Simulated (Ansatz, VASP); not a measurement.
**CuSn3S8: VASP beside Ansatz**

```
Cu Sn S
1.0
     7.21340    0.00000    0.00000
    -3.60670    6.24698    0.00000
     0.00000    0.00000    5.54400
Cu Sn S
1 3 8
Direct
  0.00000 0.00000 0.00000
  0.00000 0.50000 0.00000
  0.50000 0.00000 0.00000
  0.50000 0.50000 0.00000
  0.16667 0.33333 0.73690
  0.16667 0.83333 0.73690
  0.66667 0.33333 0.73690
  0.66667 0.83333 0.73690
  0.33333 0.16667 0.26310
  0.33333 0.66667 0.26310
  0.83333 0.16667 0.26310
  0.83333 0.66667 0.26310
```

Alike in both runs: task single point; functional PBE; k mesh 2 × 2 × 3; occupations gaussian, width 0.01 eV; collinear spin; Hubbard terms Cu d U = 4.0 eV.

|  | VASP | Ansatz |
| --- | --- | --- |
| version | VASP 6.6.1 | Ansatz 0.2.0 |
| potentials or method | VASP PAW PBE potentials, release 64 (Cu, Sn_d, S), cutoff 520 eV | PAW, plane waves, scalar-relativistic |
| valence electrons in the cell | 101 | 109 |

Ansatz gave:

* pressure (GPa): 3.1
* traceless stress, the component that is largest in VASP (GPa): -0.33
* rms of the force components (eV/Å): 0.274
* net moment per atom (μB): 0.01
* size of the moment on the site where the two differ most (μB): 0.02

Problem. Estimate VASP's values.

Solution. Pressure (GPa): 2.9; traceless stress, the component that is largest in VASP (GPa): -0.36; rms of the force components (eV/Å): 0.290; net moment per atom (μB): 0.03; size of the moment on the site where the two differ most (μB): 0.05.

Site moments also hang on the region over which each program counts them. The programs project onto different local orbitals, so the same U acts differently, and such runs can settle in different states. Atom by atom the forces differ by 0.019 eV/Å (rms over components). VASP's potentials hold 101 valence electrons a cell and Ansatz's 109, so a difference there can come from the potentials and not from the codes. Ansatz's warnings: filled band counts differ across k points, no starting moments.

The k mesh is coarse, so the values compare programs but aren't converged.
